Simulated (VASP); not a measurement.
Wanted: the native input for a VASP 6.6.1 run.

* Task: relaxation of shape and atoms at fixed volume
* Functional: PBE
* Dispersion: D3(BJ)
* Potentials or basis: VASP PAW PBE potentials, release 64 (C)
* Cutoff: 600 eV
* k mesh: 18 × 18 × 18
* Occupations: gaussian, width 0.02 eV
* Spin: no spin polarisation
* Dipole correction: no
* Further INCAR settings: ALGO = Normal; EDIFF = 1e-06; IBRION = 2; EDIFFG = -0.01; NSW = 50; ISIF = 4

The structure of C lies in POSCAR:

```
C
1.0
    0.0000000000      2.1562090343      3.5230002194
    1.2453804334      0.0000000000      3.5230002194
    1.2453804334      2.1562090343      0.0000000000
C
2
Direct
    0.1666866216      0.8333133784      0.1666866216
    0.8333133784      0.1666866216      0.8333133784
```

The input as run:

INCAR

```
ALGO     = Normal         # electronic algorithm
EDIFF    = 1E-6           # SCF threshold, eV
EDIFFG   = -0.01          # ionic threshold
ENCUT    = 600            # plane-wave cutoff, eV
GGA      = PE             # functional
IBRION   = 2              # ionic algorithm
ISIF     = 4              # what is computed and relaxed
ISMEAR   = 0              # smearing method
IVDW     = 12             # dispersion correction
LASPH    = T              # aspherical terms in the spheres
LCHARG   = F              # write CHGCAR
LREAL    = F              # projectors in reciprocal space
LWAVE    = F              # write WAVECAR
NELM     = 100            # most SCF steps
NSW      = 50             # ionic steps
PREC     = Accurate       # precision mode
SIGMA    = 0.02           # smearing width, eV
```

KPOINTS

```
k-points
0
Gamma
  18 18 18
```

Potentials or basis: VASP PAW PBE potentials, release 64 (C).

Run with:

```console
$ cat potpaw_PBE.64/C/POTCAR > POTCAR
$ mpirun -np 1 vasp_std > vasp.out
```

It gave:

The energy gained by relaxing is 5.5 meV/atom. The ionic steps are 3 and the pressure after relaxing is -1.6 GPa. The dispersion energy per atom is -0.144 eV.

Run time: 3.7 min on 1 thread of Oxide Virtual Turin-like Processor (shared host), peak memory 0.24 GiB.
